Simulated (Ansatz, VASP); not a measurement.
**Al2O3: VASP beside Ansatz**

Contents of INCAR:

```
  PREC = Accurate
  ENCUT = 520
  EDIFF = 1E-6
  ISMEAR = 0
  SIGMA = 0.05
  LREAL = F
  LASPH = T
  NELM = 60
  ALGO = Normal
  ISIF = 2
  LWAVE = F
  LCHARG = F
  NBANDS = 35
```

File KPOINTS:

```
Automatic mesh
0
Gamma
  6 4 8
```

File POSCAR:

```
Al2O3
1.0
    4.7762891407      0.0000000000      0.0000000000
    0.0000000000      9.1901962919      0.0000000000
    0.0000000000      0.0000000000      2.9745879034
Al O
4 6
Direct
    0.4138788494      0.3309999366      0.5000000000
    0.5861211506      0.6690000634      0.5000000000
    0.9138788494      0.1690000634      0.0000000000
    0.0861211506      0.8309999366      0.0000000000
    0.7315554251      0.2226862107      0.5000000000
    0.0000000000      0.0000000000      0.0000000000
    0.7684445749      0.7226862107      0.0000000000
    0.2315554251      0.2773137893      0.0000000000
    0.2684445749      0.7773137893      0.5000000000
    0.5000000000      0.5000000000      0.5000000000
```

Input for Ansatz:

```yaml
crystal:
  lattice:
    - [4.7762891407, 0.0, 0.0]
    - [0.0, 9.1901962919, 0.0]
    - [0.0, 0.0, 2.9745879034]
  atoms:
    - { symbol: Al, position: [0.4138788494, 0.3309999366, 0.5] }
    - { symbol: Al, position: [0.5861211506, 0.6690000634, 0.5] }
    - { symbol: Al, position: [0.9138788494, 0.1690000634, 0.0] }
    - { symbol: Al, position: [0.0861211506, 0.8309999366, 0.0] }
    - { symbol: O, position: [0.7315554251, 0.2226862107, 0.5] }
    - { symbol: O, position: [0.0, 0.0, 0.0] }
    - { symbol: O, position: [0.7684445749, 0.7226862107, 0.0] }
    - { symbol: O, position: [0.2315554251, 0.2773137893, 0.0] }
    - { symbol: O, position: [0.2684445749, 0.7773137893, 0.5] }
    - { symbol: O, position: [0.5, 0.5, 0.5] }
basis:
  ecutwfc: 420
kpoints:
  mp_grid: { grid: [6, 4, 8] }
hamiltonian:
  xc: lda
scf:
  occupations: { method: gaussian, width: 0.05 }
output:
  forces: true
  stress: true
  eigenvalues: true
```

Change from the starting cell: strain +0.0400 x Voigt [1, -1, 0, 0, 0, 0], atoms carried along.

Alike in both runs: task single point; functional LDA; k mesh 6 × 4 × 8; occupations gaussian, width 0.05 eV; no spin polarisation.

|  | VASP | Ansatz |
| --- | --- | --- |
| version | VASP 6.6.1 | Ansatz 0.2.0 |
| potentials or method | VASP PAW LDA potentials, release 64 (Al, O), cutoff 520 eV | scalar-relativistic, plane waves, PAW |
| valence electrons in the cell | 48 | 48 |

```csv
,VASP,Ansatz,Ansatz less VASP
gap on the k mesh at the Fermi level (eV),3.83,3.85,+0.017
least direct gap on the mesh (eV),3.83,3.85,+0.017
pressure (GPa),4.3,3.3,-0.99
"traceless stress, the component that is largest in VASP (GPa)",13.88,13.08,-0.807
rms of the force components (eV/Å),0.873,0.817,-0.0558
```

LDA's correlation is that of Perdew and Zunger in VASP and of Perdew and Wang (1992) in Ansatz. Atom by atom the forces differ by 0.056 eV/Å (rms over components).
